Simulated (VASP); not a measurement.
A run of VASP 6.6.1:

Contents of INCAR:

```
SYSTEM = CdS
  PREC = Accurate
  ENCUT = 520
  EDIFF = 1E-8
  ISMEAR = -1
  SIGMA = 0.03
  LREAL = .FALSE.
  LASPH = .TRUE.
  NELM = 100
  ALGO = Normal
  ISIF = 2
  LWAVE = .FALSE.
  LCHARG = .FALSE.
  GGA = PS
  LEFG = .TRUE.
  NBANDS = 16
```

KPOINTS

```
regular mesh
0
G
  7 7 7
  0 0 0
```

Contents of POSCAR:

```
CdS
1.0
    0.0000000000      2.9165000000      2.9165000000
    2.9165000000      0.0000000000      2.9165000000
    2.9165000000      2.9165000000      0.0000000000
Cd S
1 1
Direct
   -0.1575000000      0.0525000000      0.0525000000
    0.4075000000      0.1975000000      0.1975000000
```

Potentials or basis: VASP PAW PBE potentials, release 64 (Cd, S).

Launch:

```console
$ cat potpaw_PBE.64/Cd/POTCAR potpaw_PBE.64/S/POTCAR > POTCAR
$ mpirun -np 1 vasp_std > vasp.out
```

Hardware: 1 thread of Intel Xeon 8259CL, on a shared host.

**Question.** How long does it take, and how much memory?

**Answer.** Wall time 45 s on 1 thread of Intel Xeon 8259CL (shared host), peak memory 0.19 GiB. Counts: scf iterations 15, k points 44.
